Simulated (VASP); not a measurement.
The system is LiF.

```xyz
2
Lattice="0.0000 1.9949 1.9949 1.9949 0.0000 1.9949 1.9949 1.9949 0.0000" Properties=species:S:1:pos:R:3 pbc="T T T"
Li    0.0000    0.0000    0.0000
F     1.9949    1.9949    1.9949
```

Base run:

```yaml
Program: VASP 6.6.1
Functional: r2SCAN
Potentials_or_basis: VASP PAW PBE potentials, release 64 (Li_sv, F)
Cutoff: 520 eV
k_mesh: 10 × 10 × 10
Occupations: gaussian, width 0.01 eV
Spin: no spin polarisation
```

Its results: band gap on the k mesh 10.55 eV, direct.

Question: The run is repeated on the same cell with these changes: functional from r2SCAN to PBE. What comes out?

Answer: Band gap on the k mesh 9.35 eV, direct.

r2SCAN gives the wider gap, since meta-GGAs in the generalised Kohn-Sham scheme recover part of the derivative discontinuity.

A k mesh can miss the band edges.
